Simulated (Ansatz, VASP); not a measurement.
Mn: VASP beside Ansatz

The input INCAR:

```
SYSTEM = Mn
ALGO = Normal
EDIFF = 1E-6
ENCUT = 520
GGA = PE
ISIF = 2
ISMEAR = 0
ISPIN = 2
LASPH = .True.
LCHARG = .True.
LELF = .True.
LMAXMIX = 4
LORBIT = 11
LREAL = .False.
LVHAR = .True.
LWAVE = .False.
MAGMOM = 1.16
NBANDS = 16
NELM = 150
PREC = Accurate
SIGMA = 0.05
```

The input KPOINTS:

```
k-points
0
Gamma
  20 20 20
  0 0 0
```

POSCAR

```
Mn
1.0
   -1.4001609450      1.4001609450      1.4001609450
    1.4001609450     -1.4001609450      1.4001609450
    1.4001609450      1.4001609450     -1.4001609450
Mn
1
Direct
    0.0000000000      0.0000000000      0.0000000000
```

Input for Ansatz:

```yaml
crystal:
  lattice:
    - [-1.400160945, 1.400160945, 1.400160945]
    - [1.400160945, -1.400160945, 1.400160945]
    - [1.400160945, 1.400160945, -1.400160945]
  atoms:
    - { symbol: Mn, position: [0.0, 0.0, 0.0], spin: 1.16 }
basis:
  ecutwfc: 420
  ecutrho_ratio: 4
kpoints:
  mp_grid: { grid: [20, 20, 20] }
hamiltonian:
  xc: pbe
scf:
  occupations: { method: gaussian, width: 0.05 }
output:
  forces: true
  stress: true
  eigenvalues: true
  populations: true
magnetization:
  spin_polarized: true
```

Alike in both runs: task single point; functional PBE; k mesh 20 × 20 × 20; occupations gaussian, width 0.05 eV; collinear spin.

```csv
,VASP,Ansatz
version,VASP 6.6.1,Ansatz 0.2.0
potentials or method,"VASP PAW PBE potentials, release 64 (Mn_pv), cutoff 520 eV","scalar-relativistic, plane waves, PAW"
valence electrons in the cell,13,15
```

VASP gave:

```
gap on the k mesh at the Fermi level (eV)                     : none
pressure (GPa)                                                : -1.0
net moment per atom (μB)                                      : 0.88
size of the moment on the site where the two differ most (μB) : 0.88
```

Question: Which values does Ansatz return?

Answer: gap on the k mesh at the Fermi level (eV): none; pressure (GPa): -1.0; net moment per atom (μB): 0.87; size of the moment on the site where the two differ most (μB): 0.86.

Site moments also hang on the region over which each program counts them. A gap of «none» marks a metal or a gap that the smearing closes. The functional is the same, so the differences come from potentials, cutoffs and numerics. VASP's potentials hold 13 valence electrons a cell and Ansatz's 15, so a difference there can come from the potentials and not from the codes.
